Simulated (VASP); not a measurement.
# Si (Pm-3m) in VASP: a series of runs

Aim: see how the results for Si move with the level of theory and the settings. Levels: HSE06, PBE-based screened hybrid with 25 % exact exchange. Tasks: single point.

Program: VASP 6.6.1. These are calculated values, not measurements. Logs are shortened: lines on timing, memory, paths and dates and some standing lists are left out, and cuts for length are marked.

## 1. The cell of the first run

It takes space group Pm-3m (No. 221, cubic). The conventional cell has a = 2.544 Å, b = 2.544 Å, c = 2.544 Å, α = 90.00°, β = 90.00°, γ = 90.00°. Within 3.4 Å of Si (site symmetry m-3m) lie 6 Si at 2.54 Å.

This isn't the form of Si at room conditions, which is diamond.

## 2. Single point, HSE06

File POSCAR:

```
Si
1.0
    2.5441440172      0.0000000000      0.0000000000
    0.0000000000      2.5441440172      0.0000000000
    0.0000000000      0.0000000000      2.5441440172
Si
1
Direct
    0.5000000000      0.5000000000      0.5000000000
```

File INCAR.step1:

```
  PREC = Accurate
  ENCUT = 520
  EDIFF = 1E-5
  ISMEAR = -1
  SIGMA = 0.05
  LREAL = False
  LASPH = True
  NELM = 100
  ALGO = Normal
  ISIF = 2
  LWAVE = True
  LCHARG = False
  GGA = PE
  NBANDS = 8
```

File INCAR.step2:

```
  PREC = Accurate
  ENCUT = 520
  EDIFF = 1E-7
  ISMEAR = -1
  SIGMA = 0.05
  LREAL = False
  LASPH = True
  NELM = 100
  ALGO = Normal
  ISIF = 2
  LWAVE = False
  LCHARG = False
  GGA = PE
  LHFCALC = True
  HFSCREEN = 0.2079
  PRECFOCK = Normal
  ISTART = 1
  NBANDS = 8
```

File KPOINTS:

```
Automatic mesh
0
Gamma
  5 5 5
```

Potentials or basis: VASP PAW PBE potentials, release 64 (Si).

Run with:

```sh
> cat potpaw_PBE.64/Si/POTCAR > POTCAR
> cp INCAR.step1 INCAR
> mpirun -np 1 vasp_std > vasp.out
> cp INCAR.step2 INCAR
> mpirun -np 1 vasp_std > vasp.out
```

OUTCAR:

```text
PREC = Accurate
   ENCUT = 520
   EDIFF = 1E-7
   ISMEAR = -1
   LREAL = False
   LASPH = True
   NELM = 100
   ISIF = 2
   GGA = PE
   LHFCALC = True
   HFSCREEN = 0.2079
   PRECFOCK = Normal
   ISTART = 1

 ion  position               nearest neighbor table
   1  0.500  0.500  0.500-

  LATTYP: Found a simple cubic cell.
 ALAT       =     2.5441440172

  Lattice vectors:

 A1 = (   2.5441440172,   0.0000000000,   0.0000000000)
 A2 = (   0.0000000000,   2.5441440172,   0.0000000000)
 A3 = (   0.0000000000,   0.0000000000,   2.5441440172)

Analysis of symmetry for initial positions (statically):
=====================================================================
 Subroutine PRICEL returns:
 Original cell was already a primitive cell.

 Routine SETGRP: Setting up the symmetry group for a
 simple cubic supercell.

 Subroutine GETGRP returns: Found 48 space group operations
 (whereof 48 operations were pure point group operations)
 out of a pool of 48 trial point group operations.

The static configuration has the point symmetry O_h .

Analysis of symmetry for dynamics (positions and initial velocities):
=====================================================================
 Subroutine PRICEL returns:
 Original cell was already a primitive cell.

 Routine SETGRP: Setting up the symmetry group for a
 simple cubic supercell.

 Subroutine GETGRP returns: Found 48 space group operations
 (whereof 48 operations were pure point group operations)
 out of a pool of 48 trial point group operations.

The dynamic configuration has the point symmetry O_h .

 Subroutine INISYM returns: Found 48 space group operations
 (whereof 48 operations are pure point group operations),
 and found     1 'primitive' translations

----------------------------------------------------------------------------------------

                                     Primitive cell

  volume of cell :      16.4674

  direct lattice vectors                    reciprocal lattice vectors
     2.544144017  0.000000000  0.000000000     0.393059510  0.000000000  0.000000000
     0.000000000  2.544144017  0.000000000     0.000000000  0.393059510  0.000000000
     0.000000000  0.000000000  2.544144017     0.000000000  0.000000000  0.393059510

  length of vectors
     2.544144017  2.544144017  2.544144017     0.393059510  0.393059510  0.393059510

  position of ions in fractional coordinates (direct lattice)
     0.500000000  0.500000000  0.500000000

  ion indices of the primitive-cell ions
   primitive index   ion index
                 1           1

----------------------------------------------------------------------------------------

 KPOINTS: Automatic mesh

Automatic generation of k-mesh.
 Grid dimensions read from file:
 generate k-points for:    5    5    5

 Generating k-lattice:

  Cartesian coordinates                     Fractional coordinates (reciprocal lattice)
     0.078611902  0.000000000  0.000000000     0.200000000  0.000000000  0.000000000
     0.000000000  0.078611902  0.000000000     0.000000000  0.200000000  0.000000000
     0.000000000  0.000000000  0.078611902     0.000000000  0.000000000  0.200000000

  Length of vectors
     0.078611902  0.078611902  0.078611902

  Shift w.r.t. Gamma in fractional coordinates (k-lattice)
     0.000000000  0.000000000  0.000000000

 Subroutine IBZKPT returns following result:
 ===========================================

 Found     10 irreducible k-points:

 Following reciprocal coordinates:
            Coordinates               Weight
  0.000000  0.000000  0.000000      1.000000
  0.200000  0.000000  0.000000      6.000000
  0.400000  0.000000  0.000000      6.000000
  0.200000  0.200000  0.000000     12.000000
  0.400000  0.200000  0.000000     24.000000
  0.400000  0.400000  0.000000     12.000000
  0.200000  0.200000  0.200000      8.000000
  0.400000  0.200000  0.200000     24.000000
  0.400000  0.400000  0.200000     24.000000
  0.400000  0.400000  0.400000      8.000000
   k-points           NKPTS =     10   k-points in BZ     NKDIM =    125   number of bands    NBANDS=      8
   number of dos      NEDOS =    301   number of ions     NIONS =      1
   total plane-waves  NPLWV =   8000
   dimension x,y,z NGX =    20 NGY =   20 NGZ =   20
   dimension x,y,z NGXF=    40 NGYF=   40 NGZF=   40
   ions per type =               1
   NGX,Y,Z   is equivalent  to a cutoff of  13.07, 13.07, 13.07 a.u.
   NGXF,Y,Z  is equivalent  to a cutoff of  26.14, 26.14, 26.14 a.u.
 SYSTEM =  unknown system
   PREC   = accura    normal or accurate (medium, high low for compatibility)
   ISTART =      1    job   : 0-new  1-cont  2-samecut
   ICHARG =      0    charge: 1-file 2-atom 10-const
   ISPIN  =      1    spin polarized calculation?
   LNONCOLLINEAR =      F non collinear calculations
   LSORBIT =      F    spin-orbit coupling
   LASPH  =      T    aspherical Exc in radial PAW
   ENCUT  =  520.0 eV  38.22 Ry    6.18 a.u.   4.73  4.73  4.73*2*pi/ulx,y,z
   NELM   =    100;   NELMIN=  2; NELMDL=  0     # of ELM steps
   EDIFF  = 0.1E-06   stopping-criterion for ELM
   LREAL  =      F    real-space projection
   EDIFFG = 0.1E-05   stopping-criterion for IOM
   NSW    =      0    number of steps for IOM
   IBRION =     -1    ionic relax: 0-MD 1-quasi-New 2-CG
   NFREE  =      0    steps in history (QN), initial steepest desc. (CG)
   ISIF   =      2    stress and relaxation
   ISYM   =      3    0-nonsym 1-usesym 2-fastsym
   POTIM  = 0.5000    time-step for ionic-motion
   TEBEG  =    0.0;   TEEND  =   0.0 temperature during run
   PSTRESS=    0.0 pullay stress
   NELECT =       4.0000    total number of electrons
   NUPDOWN=      -1.0000    fix difference up-down
   EMIN   =  10.00;   EMAX   =-10.00  energy-range for DOS
   EFERMI =   0.00;   METHOD = LEGACY
   ISMEAR =    -1;   SIGMA  =   0.05  broadening in eV -4-tet -1-fermi 0-gaus
   EFERMI_NEDOS =   21; number of points for ismear=-14 and -15
   IALGO  =     38    algorithm
   IMIX   =      1    mixing-type and parameters
     AMIX     =   0.40;   BMIX     =  1.00
     AMIX_MAG =   1.60;   BMIX_MAG =  1.00
  volume/ion in A,a.u.               =      16.47       111.13
  Fermi-wavevector in a.u.,A,eV,Ry     =   1.021456  1.930273 14.195952  1.043373
  Thomas-Fermi vector in A             =   2.155082
   LORBIT       =      0    0 simple, 1 ext, 2 COOP (PROOUT), +10 PAW based schemes
   GGA     = PE    functional components
   LHFCALC =     T    Hartree Fock is set to
   PRECFOCK=normal    Normal, Fast or Accurate (Low or Medium for compatibility)
   ENCUT4O =  -1.0   cutoff for four orbital integrals eV
   NKREDX  =     1    reduce k-point grid by
   NKREDY  =     1    reduce k-point grid by
   NKREDZ  =     1    reduce k-point grid by
   AEXX    =    0.2500 exact exchange contribution
   HFSCREEN=    0.2079 screening length (either q_TF or 0.3 A-1)
   HFSCREENC=   0.2079 screening length for correlation (either q_TF or 0.3 A-1)
   ENCUTFOCK=  -1.0 apply spherical cutoff to Coloumb kernel
   IVDW    =     0    specifies the selected vdW correction
   LEPSILON=     F    determine dielectric tensor
   LRPA    =     F    only Hartree local field effects (RPA)
 non-spin polarized calculation
  energy-cutoff  :      520.00
  volume of cell :       16.47
 maximum number of plane-waves:       461
 NGX is ok and might be reduce to    20
  NGX = 16; NGY = 16; NGZ = 16

 number of electron       4.0000000 magnetization

 Free energy of the ion-electron system (eV)
  ---------------------------------------------------
  ext. energy  EPLUGINS =         0.00000000
  ---------------------------------------------------
  free energy    TOTEN  =        -5.83816545 eV

  energy without entropy =       -5.83483971  energy(sigma->0) =       -5.83650258

 E-fermi :   7.6791     XC(G=0):  -8.7305

 val. band max:        7.5223294437   @ k =   0.4000   0.4000   0.2000
 cond. band min:       8.3765513529   @ k =   0.4000   0.4000   0.4000
 fundamental gap:      0.8542219092
 Fermi energy:         7.6791034257

 k-point     1 :       0.0000    0.0000    0.0000
  band No.  band energies     occupation
      1      -6.7874      2.00000
      2      16.3066      0.00000
      3      16.3066      0.00000
      4      16.5015      0.00000
      5      16.5015      0.00000
      6      16.5015      0.00000
      7      24.3492      0.00000
      8      34.1123      0.00000

 k-point     2 :       0.2000    0.0000    0.0000
  band No.  band energies     occupation
      1      -5.8187      2.00000
      2       9.0398      0.00000
      3      17.0291      0.00000
      4      17.2598      0.00000
      5      17.2598      0.00000
      6      21.7325      0.00000
      7      27.8851      0.00000
      8      29.7534      0.00000

 k-point     3 :       0.4000    0.0000    0.0000
  band No.  band energies     occupation
      1      -3.0193      2.00000
      2       2.4960      2.00000
      3      18.6649      0.00000
      4      19.3011      0.00000
      5      19.3011      0.00000
      6      24.7466      0.00000
      7      24.7466      0.00000
      8      24.9125      0.00000

 k-point     4 :       0.2000    0.2000    0.0000
  band No.  band energies     occupation
      1      -4.8518      2.00000
      2       9.1495      0.00000
      3      10.8121      0.00000
      4      18.0115      0.00000
      5      20.0804      0.00000
      6      24.3441      0.00000
      7      26.4489      0.00000
      8      29.4851      0.00000

 k-point     5 :       0.4000    0.2000    0.0000
  band No.  band energies     occupation
      1      -2.0566      2.00000
      2       3.3736      2.00000
      3      12.3530      0.00000
      4      18.0946      0.00000
      5      20.0286      0.00000
      6      23.2344      0.00000
      7      25.4410      0.00000
      8      28.2472      0.00000

 k-point     6 :       0.4000    0.4000    0.0000
  band No.  band energies     occupation
      1       0.7421      2.00000
      2       5.2013      2.00000
      3       6.6848      2.00000
      4      12.3149      0.00000
      5      21.9922      0.00000
      6      26.0022      0.00000
      7      26.8221      0.00000
      8      27.3135      0.00000

 k-point     7 :       0.2000    0.2000    0.2000
  band No.  band energies     occupation
      1      -3.8857      2.00000
      2       9.9578      0.00000
      3       9.9578      0.00000
      4      13.1963      0.00000
      5      24.3330      0.00000
      6      24.3330      0.00000
      7      25.1707      0.00000
      8      27.3238      0.00000

 k-point     8 :       0.4000    0.2000    0.2000
  band No.  band energies     occupation
      1      -1.0915      2.00000
      2       4.2550      2.00000
      3      12.0201      0.00000
      4      15.0361      0.00000
      5      19.0193      0.00000
      6      19.4246      0.00000
      7      26.7148      0.00000
      8      28.7708      0.00000

 k-point     9 :       0.4000    0.4000    0.2000
  band No.  band energies     occupation
      1       1.7100      2.00000
      2       6.0838      2.00000
      3       7.5223      1.91667
      4      13.1121      0.00000
      5      16.6128      0.00000
      6      20.9381      0.00000
      7      21.7011      0.00000
      8      28.2277      0.00000

 k-point    10 :       0.4000    0.4000    0.4000
  band No.  band energies     occupation
      1       4.4972      2.00000
      2       8.3766      0.00000
      3       8.3766      0.00000
      4      12.2557      0.00000
      5      15.3386      0.00000
      6      15.3386      0.00000
      7      16.2085      0.00000
      8      22.4807      0.00000

------------------------ aborting loop because EDIFF is reached ----------------------------------------

  FORCE on cell =-STRESS in cart. coord.  units (eV):
  Direction    XX          YY          ZZ          XY          YZ          ZX
  --------------------------------------------------------------------------------------
  -------------------------------------------------------------------------------------
  Total       -0.0317914     -0.0317914     -0.0317914     -0.0000000     -0.0000000      0.0000000
  in kB       -3.0931091     -3.0931091     -3.0931091     -0.0000000     -0.0000000      0.0000000
  external PRESSURE =      -3.0931091 kB  Pullay stress =       0.0000000 kB

 VOLUME and BASIS-vectors are now :
 -----------------------------------------------------------------------------
  energy-cutoff  :      520.00
  volume of cell :       16.47
      direct lattice vectors                 reciprocal lattice vectors
     2.544144017  0.000000000  0.000000000     0.393059510  0.000000000  0.000000000
     0.000000000  2.544144017  0.000000000     0.000000000  0.393059510  0.000000000
     0.000000000  0.000000000  2.544144017     0.000000000  0.000000000  0.393059510

 POSITION                                       TOTAL-FORCE (eV/Angst)
 -----------------------------------------------------------------------------------
      1.27207      1.27207      1.27207         0.000000      0.000000      0.000000
 -----------------------------------------------------------------------------------
    total drift:                               -0.000000     -0.000000      0.000000

  FREE ENERGIE OF THE ION-ELECTRON SYSTEM (eV)
  ---------------------------------------------------
  free  energy   TOTEN  =        -5.8381654549 eV

  energy  without entropy=       -5.8348397120  energy(sigma->0) =       -5.83650258
```

It took 15 s on 1 thread of Intel Xeon 6975P-C (Granite Rapids), shared host; peak memory 0.21 GiB.

Results:

| Item | Value |
| --- | --- |
| Free energy | -5.8382 eV |
| Pressure | -0.3 GPa |
| Band gap on the k mesh | zero (bands 2 and 3 overlap by 9.62 eV) |

Levels at points of the mesh, in eV from the Fermi level:
| k point | band 1 | band 2 | band 3 | band 4 | band 5 |
| --- | --- | --- | --- | --- | --- |
| (0.00, 0.00, 0.00) | -14.47 | 8.63 | 8.63 | 8.82 | 8.82 |

Caveat: the k points lie up to 0.49 Å⁻¹ apart, too coarse for converged energies and pressures of a metal; the PAW data sets were made with another functional, which shifts forces and pressure a little.

[end of part 1 of 2]
